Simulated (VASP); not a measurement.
# NaF (Villiaumite) (Fm-3m) in VASP: further runs, part 2 of 2

VASP 6.6.1. Earlier steps stand in the parts before.

## 3. Single point, PBEsol

This run uses another cell than the first one, of 12.41 Å³/atom, 0.994 times its volume.

The input, INCAR:

```
ALGO = Normal
EDIFF = 1E-6
ENCUT = 520
GGA = PS
ISIF = 2
ISMEAR = 0
LASPH = True
LCHARG = True
LELF = True
LREAL = False
LVHAR = True
LWAVE = False
NBANDS = 14
NELM = 60
PREC = Accurate
SIGMA = 0.02
```

The input, KPOINTS:

```
k-points
0
Gamma
  8 8 8
```

The input, POSCAR:

```
NaF
1.0
    0.0000000000      2.3151008614      2.3151008614
    2.3151008614      0.0000000000      2.3151008614
    2.3151008614      2.3151008614      0.0000000000
Na F
1 1
Direct
    0.0000000000      0.0000000000      0.0000000000
    0.5000000000      0.5000000000      0.5000000000
```

Potentials or basis: VASP PAW PBE potentials, release 64 (Na_pv, F).

Launch:

```console
cat potpaw_PBE.64/Na_pv/POTCAR potpaw_PBE.64/F/POTCAR > POTCAR
mpirun -np 1 vasp_std > vasp.out
```

OUTCAR:

```text
EDIFF = 1E-6
   ENCUT = 520
   GGA = PS
   ISIF = 2
   ISMEAR = 0
   LASPH = True
   LREAL = False
   NELM = 60
   PREC = Accurate

 ion  position               nearest neighbor table
   1  0.000  0.000  0.000-   2 2.32   2 2.32   2 2.32   2 2.32   2 2.32   2 2.32
   2  0.500  0.500  0.500-   1 2.32   1 2.32   1 2.32   1 2.32   1 2.32   1 2.32

  LATTYP: Found a face centered cubic cell.
 ALAT       =     4.6302017228

  Lattice vectors:

 A1 = (   0.0000000000,   2.3151008614,   2.3151008614)
 A2 = (   2.3151008614,   0.0000000000,   2.3151008614)
 A3 = (   2.3151008614,   2.3151008614,   0.0000000000)

Analysis of symmetry for initial positions (statically):
=====================================================================
 Subroutine PRICEL returns:
 Original cell was already a primitive cell.

 Routine SETGRP: Setting up the symmetry group for a
 face centered cubic supercell.

 Subroutine GETGRP returns: Found 48 space group operations
 (whereof 48 operations were pure point group operations)
 out of a pool of 48 trial point group operations.

The static configuration has the point symmetry O_h .

Analysis of symmetry for dynamics (positions and initial velocities):
=====================================================================
 Subroutine PRICEL returns:
 Original cell was already a primitive cell.

 Routine SETGRP: Setting up the symmetry group for a
 face centered cubic supercell.

 Subroutine GETGRP returns: Found 48 space group operations
 (whereof 48 operations were pure point group operations)
 out of a pool of 48 trial point group operations.

The dynamic configuration has the point symmetry O_h .

 Subroutine INISYM returns: Found 48 space group operations
 (whereof 48 operations are pure point group operations),
 and found     1 'primitive' translations

----------------------------------------------------------------------------------------

                                     Primitive cell

  volume of cell :      24.8165

  direct lattice vectors                    reciprocal lattice vectors
     0.000000000  2.315100861  2.315100861    -0.215973312  0.215973312  0.215973312
     2.315100861  0.000000000  2.315100861     0.215973312 -0.215973312  0.215973312
     2.315100861  2.315100861  0.000000000     0.215973312  0.215973312 -0.215973312

  length of vectors
     3.274047036  3.274047036  3.274047036     0.374076749  0.374076749  0.374076749

  position of ions in fractional coordinates (direct lattice)
     0.000000000  0.000000000  0.000000000
     0.500000000  0.500000000  0.500000000

  ion indices of the primitive-cell ions
   primitive index   ion index
                 1           1
                 2           2

----------------------------------------------------------------------------------------

 KPOINTS: k-points

Automatic generation of k-mesh.
 Grid dimensions read from file:
 generate k-points for:    8    8    8

 Generating k-lattice:

  Cartesian coordinates                     Fractional coordinates (reciprocal lattice)
    -0.026996664  0.026996664  0.026996664     0.125000000  0.000000000  0.000000000
     0.026996664 -0.026996664  0.026996664     0.000000000  0.125000000  0.000000000
     0.026996664  0.026996664 -0.026996664     0.000000000  0.000000000  0.125000000

  Length of vectors
     0.046759594  0.046759594  0.046759594

  Shift w.r.t. Gamma in fractional coordinates (k-lattice)
     0.000000000  0.000000000  0.000000000

 Subroutine IBZKPT returns following result:
 ===========================================

 Found     29 irreducible k-points:

 Following reciprocal coordinates:
            Coordinates               Weight
  0.000000  0.000000  0.000000      1.000000
  0.125000  0.000000  0.000000      8.000000
  0.250000  0.000000  0.000000      8.000000
  0.375000  0.000000  0.000000      8.000000
  0.500000  0.000000  0.000000      4.000000
  0.125000  0.125000  0.000000      6.000000
[... 16 lines left out ...]
  0.500000  0.250000  0.125000     48.000000
 -0.375000  0.250000  0.125000     24.000000
 [... further k-points ...]
   k-points           NKPTS =     29   k-points in BZ     NKDIM =     29   number of bands    NBANDS=     14
   number of dos      NEDOS =    301   number of ions     NIONS =      2
   total plane-waves  NPLWV =  13824
   dimension x,y,z NGX =    24 NGY =   24 NGZ =   24
   dimension x,y,z NGXF=    48 NGYF=   48 NGZF=   48
   ions per type =               1   1
   NGX,Y,Z   is equivalent  to a cutoff of  12.19, 12.19, 12.19 a.u.
   NGXF,Y,Z  is equivalent  to a cutoff of  24.37, 24.37, 24.37 a.u.
 SYSTEM =  unknown system
   PREC   = accura    normal or accurate (medium, high low for compatibility)
   ISTART =      0    job   : 0-new  1-cont  2-samecut
   ICHARG =      2    charge: 1-file 2-atom 10-const
   ISPIN  =      1    spin polarized calculation?
   LNONCOLLINEAR =      F non collinear calculations
   LSORBIT =      F    spin-orbit coupling
   LASPH  =      T    aspherical Exc in radial PAW
   ENCUT  =  520.0 eV  38.22 Ry    6.18 a.u.   6.09  6.09  6.09*2*pi/ulx,y,z
   NELM   =     60;   NELMIN=  2; NELMDL= -5     # of ELM steps
   EDIFF  = 0.1E-05   stopping-criterion for ELM
   LREAL  =      F    real-space projection
   EDIFFG = 0.1E-04   stopping-criterion for IOM
   NSW    =      0    number of steps for IOM
   IBRION =     -1    ionic relax: 0-MD 1-quasi-New 2-CG
   NFREE  =      0    steps in history (QN), initial steepest desc. (CG)
   ISIF   =      2    stress and relaxation
   ISYM   =      2    0-nonsym 1-usesym 2-fastsym
   POTIM  = 0.5000    time-step for ionic-motion
   TEBEG  =    0.0;   TEEND  =   0.0 temperature during run
   PSTRESS=    0.0 pullay stress
   NELECT =      14.0000    total number of electrons
   NUPDOWN=      -1.0000    fix difference up-down
   EMIN   =  10.00;   EMAX   =-10.00  energy-range for DOS
   EFERMI =   0.00;   METHOD = LEGACY
   ISMEAR =     0;   SIGMA  =   0.02  broadening in eV -4-tet -1-fermi 0-gaus
   EFERMI_NEDOS =   21; number of points for ismear=-14 and -15
   IALGO  =     38    algorithm
   IMIX   =      4    mixing-type and parameters
     AMIX     =   0.40;   BMIX     =  1.00
     AMIX_MAG =   1.60;   BMIX_MAG =  1.00
  volume/ion in A,a.u.               =      12.41        83.73
  Fermi-wavevector in a.u.,A,eV,Ry     =   1.352709  2.556249 24.896221  1.829821
  Thomas-Fermi vector in A             =   2.480025
   LORBIT       =      0    0 simple, 1 ext, 2 COOP (PROOUT), +10 PAW based schemes
   GGA     = PS    functional components
   LHFCALC =     F    Hartree Fock is set to
   AEXX    =    0.0000 exact exchange contribution
   IVDW    =     0    specifies the selected vdW correction
   LEPSILON=     F    determine dielectric tensor
   LRPA    =     F    only Hartree local field effects (RPA)
 non-spin polarized calculation
 Gauss-broadening in eV      SIGMA  =   0.02
  energy-cutoff  :      520.00
  volume of cell :       24.82
 maximum number of plane-waves:       692
   NGX = 13   NGY = 13   NGZ = 13

 number of electron      13.9999983 magnetization

 Free energy of the ion-electron system (eV)
  ---------------------------------------------------
  ext. energy  EPLUGINS =         0.00000000
  ---------------------------------------------------
  free energy    TOTEN  =        -8.76875884 eV

  energy without entropy =       -8.76875884  energy(sigma->0) =       -8.76875884

 E-fermi :  -2.0500     XC(G=0):  -9.3464

 val. band max:       -2.1656309522   @ k =   0.0000   0.0000   0.0000
 cond. band min:       4.0076034880   @ k =   0.0000   0.0000   0.0000
 fundamental gap:      6.1732344401
 Fermi energy:        -2.0499854178

 k-point     1 :       0.0000    0.0000    0.0000
  band No.  band energies     occupation
      1     -21.2265      2.00000
      2     -20.9280      2.00000
      3     -20.9280      2.00000
      4     -20.9280      2.00000
      5      -2.1656      2.00000
      6      -2.1656      2.00000
      7      -2.1656      2.00000
      8       4.0076      0.00000
      9      16.6943      0.00000
     10      16.6943      0.00000
     11      16.6943      0.00000
     12      19.3819      0.00000
     13      21.7724      0.00000
     14      21.7724      0.00000
[... 375 lines left out ...]
 k-point    24 :      -0.3750    0.2500    0.1250
  band No.  band energies     occupation
      1     -21.6692      2.00000
      2     -20.9846      2.00000
      3     -20.9602      2.00000
      4     -20.3156      2.00000
      5      -3.5031      2.00000
      6      -2.7558      2.00000
      7      -2.5089      2.00000
      8       9.4622      0.00000
      9      10.4218      0.00000
     10      14.8741      0.00000
     11      16.7130      0.00000
     12      19.9011      0.00000
     13      20.9690      0.00000
     14      25.7761      0.00000

 [... further k-points ...]
[... 5 lines left out ...]
  --------------------------------------------------------------------------------------
  -------------------------------------------------------------------------------------
  Total       -0.0185131     -0.0185131     -0.0185131      0.0000000      0.0000000      0.0000000
  in kB       -1.1952242     -1.1952242     -1.1952242      0.0000000      0.0000000      0.0000000
  external PRESSURE =      -1.1952242 kB  Pullay stress =       0.0000000 kB

 VOLUME and BASIS-vectors are now :
 -----------------------------------------------------------------------------
  energy-cutoff  :      520.00
  volume of cell :       24.82
      direct lattice vectors                 reciprocal lattice vectors
     0.000000000  2.315100861  2.315100861    -0.215973312  0.215973312  0.215973312
     2.315100861  0.000000000  2.315100861     0.215973312 -0.215973312  0.215973312
     2.315100861  2.315100861  0.000000000     0.215973312  0.215973312 -0.215973312

 POSITION                                       TOTAL-FORCE (eV/Angst)
 -----------------------------------------------------------------------------------
      0.00000      0.00000      0.00000         0.000000      0.000000      0.000000
      2.31510      2.31510      2.31510        -0.000000      0.000000     -0.000000
 -----------------------------------------------------------------------------------
    total drift:                                0.000000     -0.000000      0.000000

  FREE ENERGIE OF THE ION-ELECTRON SYSTEM (eV)
  ---------------------------------------------------
  free  energy   TOTEN  =        -8.7687588409 eV

  energy  without entropy=       -8.7687588409  energy(sigma->0) =       -8.76875884
```

It took 7.3 s on 1 thread of AMD EPYC 7R43 (Zen 3), shared host; peak memory 0.1 GiB.

What came out:

| Property | Result |
| --- | --- |
| Free energy | -8.7688 eV |
| Pressure | -0.1 GPa |
| Band gap on the k mesh | 6.17 eV, direct |

Caveat: the PAW data sets were made with another functional, which shifts forces and pressure a little.

## 4. Single point, PBEsol

This run uses another cell than the first one, of 12.40 Å³/atom, 0.993 times its volume.

The input, INCAR:

```
ALGO     = Normal         # electronic algorithm
EDIFF    = 1E-6           # SCF threshold, eV
ENCUT    = 520            # plane-wave cutoff, eV
GGA      = PS             # functional
ISIF     = 2              # what is computed and relaxed
ISMEAR   = 0              # smearing method
LASPH    = True           # aspherical terms in the spheres
LCHARG   = False          # write CHGCAR
LREAL    = False          # projectors in reciprocal space
LWAVE    = False          # write WAVECAR
NBANDS   = 14             # bands
NELM     = 100            # most SCF steps
PREC     = Accurate       # precision mode
SIGMA    = 0.01           # smearing width, eV
```

KPOINTS is that of step 3.

The input, POSCAR:

```
NaF
1.0
    0.0000000000      2.3145907711      2.3145907711
    2.3145907711      0.0000000000      2.3145907711
    2.3145907711      2.3145907711      0.0000000000
Na F
1 1
Direct
    0.0000000000      0.0000000000      0.0000000000
    0.5000000000      0.5000000000      0.5000000000
```

Potentials or basis: VASP PAW PBE potentials, release 64 (Na_pv, F).

Launch:

```console
cat potpaw_PBE.64/Na_pv/POTCAR potpaw_PBE.64/F/POTCAR > POTCAR
mpirun -np 1 vasp_std > vasp.out
```

OUTCAR:

```text
EDIFF = 1E-6
   ENCUT = 520
   GGA = PS
   ISIF = 2
   ISMEAR = 0
   LASPH = True
   LREAL = False
   NELM = 100
   PREC = Accurate

 ion  position               nearest neighbor table
   1  0.000  0.000  0.000-   2 2.31   2 2.31   2 2.31   2 2.31   2 2.31   2 2.31
   2  0.500  0.500  0.500-   1 2.31   1 2.31   1 2.31   1 2.31   1 2.31   1 2.31

  LATTYP: Found a face centered cubic cell.
 ALAT       =     4.6291815422

  Lattice vectors:

 A1 = (   0.0000000000,   2.3145907711,   2.3145907711)
 A2 = (   2.3145907711,   0.0000000000,   2.3145907711)
 A3 = (   2.3145907711,   2.3145907711,   0.0000000000)

Analysis of symmetry for initial positions (statically):
=====================================================================
 Subroutine PRICEL returns:
 Original cell was already a primitive cell.

 Routine SETGRP: Setting up the symmetry group for a
 face centered cubic supercell.

 Subroutine GETGRP returns: Found 48 space group operations
 (whereof 48 operations were pure point group operations)
 out of a pool of 48 trial point group operations.

The static configuration has the point symmetry O_h .

[... 166 lines left out ...]

 k-point     1 :       0.0000    0.0000    0.0000
  band No.  band energies     occupation
      1     -21.2248      2.00000
      2     -20.9232      2.00000
      3     -20.9232      2.00000
      4     -20.9232      2.00000
      5      -2.1628      2.00000
      6      -2.1628      2.00000
      7      -2.1628      2.00000
      8       4.0139      0.00000
      9      16.7017      0.00000
     10      16.7017      0.00000
     11      16.7017      0.00000
     12      19.3907      0.00000
     13      21.7819      0.00000
     14      21.7819      0.00000
[... 377 lines left out ...]
      1     -21.6668      2.00000
      2     -20.9800      2.00000
      3     -20.9555      2.00000
      4     -20.3113      2.00000
      5      -3.5015      2.00000
      6      -2.7535      2.00000
      7      -2.5064      2.00000
      8       9.4693      0.00000
      9      10.4298      0.00000
     10      14.8838      0.00000
     11      16.7234      0.00000
     12      19.9113      0.00000
     13      20.9799      0.00000
     14      25.7894      0.00000

 [... further k-points ...]
[... 5 lines left out ...]
  --------------------------------------------------------------------------------------
  -------------------------------------------------------------------------------------
  Total       -0.0131967     -0.0131967     -0.0131967     -0.0000000      0.0000000      0.0000000
  in kB       -0.8525585     -0.8525585     -0.8525585     -0.0000000      0.0000000      0.0000000
  external PRESSURE =      -0.8525585 kB  Pullay stress =       0.0000000 kB

 VOLUME and BASIS-vectors are now :
 -----------------------------------------------------------------------------
  energy-cutoff  :      520.00
  volume of cell :       24.80
      direct lattice vectors                 reciprocal lattice vectors
     0.000000000  2.314590771  2.314590771    -0.216020908  0.216020908  0.216020908
     2.314590771  0.000000000  2.314590771     0.216020908 -0.216020908  0.216020908
     2.314590771  2.314590771  0.000000000     0.216020908  0.216020908 -0.216020908

 POSITION                                       TOTAL-FORCE (eV/Angst)
 -----------------------------------------------------------------------------------
      0.00000      0.00000      0.00000        -0.000000     -0.000000     -0.000000
      2.31459      2.31459      2.31459         0.000000      0.000000      0.000000
 -----------------------------------------------------------------------------------
    total drift:                                0.000000     -0.000000      0.000000

  FREE ENERGIE OF THE ION-ELECTRON SYSTEM (eV)
  ---------------------------------------------------
  free  energy   TOTEN  =        -8.7687637724 eV

  energy  without entropy=       -8.7687637724  energy(sigma->0) =       -8.76876377
```

Run time: 6.8 s. Hardware: 1 thread of AMD EPYC 7R43 (Zen 3), shared host; peak memory 0.1 GiB.

What came out:

| Property | Result |
| --- | --- |
| Free energy | -8.7688 eV |
| Pressure | -0.1 GPa |
| Band gap on the k mesh | 6.18 eV, direct |

Levels at points of the mesh, in eV from the valence-band top:
```
           k point  band 3  band 4  band 5  band 6  band 7  band 8  band 9  band 10  band 11  band 12
(0.00, 0.00, 0.00)  -18.76  -18.76    0.00    0.00    0.00    6.18   18.86    18.86    18.86    21.55
(0.50, 0.00, 0.00)  -18.77  -18.01   -1.63   -0.26   -0.26   10.62   12.36    20.01    20.01    22.84
(0.50, 0.50, 0.00)  -18.82  -18.80   -1.30   -0.41   -0.41   13.00   13.10    13.56    19.68    19.68
```

Caveat: the PAW data sets were made with another functional, which shifts forces and pressure a little. As with any semilocal functional, this PBEsol gap is likely too small.

## 5. Relaxation of cell and atoms, PBEsol

This run uses another cell than the first one, of 12.41 Å³/atom, 0.994 times its volume.

The input, INCAR:

```
PREC = Accurate
ENCUT = 600
EDIFF = 1E-7
ISMEAR = 0
SIGMA = 0.01
LREAL = F
LASPH = T
NELM = 80
ALGO = Normal
ISIF = 3
LWAVE = F
LCHARG = F
GGA = PS
IBRION = 2
NSW = 80
EDIFFG = -0.001
```

The input, KPOINTS:

```
regular mesh
0
Gamma
  8 8 8
```

The input, POSCAR:

```
NaF
1.0
    0.0000000000      2.3151008614      2.3151008614
    2.3151008614      0.0000000000      2.3151008614
    2.3151008614      2.3151008614      0.0000000000
Na F
1 1
Direct
    0.0000000000      0.0000000000      0.0000000000
    0.5000000000      0.5000000000      0.5000000000
```

Launch:

```console
cat potpaw_PBE.64/Na_pv/POTCAR potpaw_PBE.64/F/POTCAR > POTCAR
mpirun -np 1 vasp_std > vasp.out
```

Wall time 28 s (1 thread of AMD EPYC 7R43 (Zen 3), shared host); peak memory 0.12 GiB.

It converged, with:

```
Free energy                            : -8.7706 eV
Relaxed volume                         : 12.38 Å³/atom
Relaxed cell                           : a = 3.271 Å, b = 3.271 Å, c = 3.271 Å, α = 60.00°, β = 60.00°, γ = 60.00°
Space group after relaxing (to 0.05 Å) : Fm-3m (No. 225)
Energy gained by relaxing              : 0.0 meV/atom
Ionic steps                            : 6
Pressure after relaxing                : 0.0 GPa
Band gap on the k mesh                 : 6.19 eV, direct
```

Final structure:
```xyz
2
Lattice="0.0000 2.3131 2.3131 2.3131 0.0000 2.3131 2.3131 2.3131 0.0000" Properties=species:S:1:pos:R:3 pbc="T T T"
Na    2.3131    2.3131    4.6261
F     2.3131    2.3131    2.3131
```

Levels at points of the mesh, in eV from the valence-band top:
| k point | band 4 | band 5 | band 6 | band 7 | band 8 | band 9 | band 10 | band 11 |
| --- | --- | --- | --- | --- | --- | --- | --- | --- |
| (0.00, 0.00, 0.00) | -18.75 | 0.00 | 0.00 | 0.00 | 6.19 | 18.88 | 18.88 | 18.88 |
| (0.50, 0.00, 0.00) | -18.00 | -1.63 | -0.26 | -0.26 | 10.64 | 12.38 | 20.04 | 20.04 |
| (0.50, 0.50, 0.00) | -18.80 | -1.31 | -0.41 | -0.41 | 13.02 | 13.11 | 13.58 | 19.71 |

Caveat: the PAW data sets were made with another functional, which shifts forces and pressure a little. As with any semilocal functional, this PBEsol gap is likely too small.

## 6. Summary

```tsv
task	cell	k mesh	cutoff (eV)	smearing	gap on the mesh (eV)	pressure (GPa)
single point	a = 3.281 Å, angles 60.0°, 2 atoms	6 × 6 × 6	520	gaussian 0.1 eV	6.14	-0.3
single point	a = 3.274 Å, angles 60.0°, 2 atoms	8 × 8 × 8	520	gaussian 0.02 eV	6.17	-0.1
single point	a = 3.273 Å, angles 60.0°, 2 atoms	8 × 8 × 8	520	gaussian 0.01 eV	6.18	-0.1
relaxation of cell and atoms	relaxed from a = 3.274 Å, angles 60.0°, 2 atoms	8 × 8 × 8	600	gaussian 0.01 eV	6.19	0.0
```

Alike in all rows: level PBEsol; potentials or basis VASP PAW PBE potentials, release 64 (Na_pv, F); no spin polarisation.

Caveats: the PAW data sets were made with another functional, which shifts forces and pressure a little.

Total energies depend on the potentials used, so only differences within one code and one set of settings carry meaning.
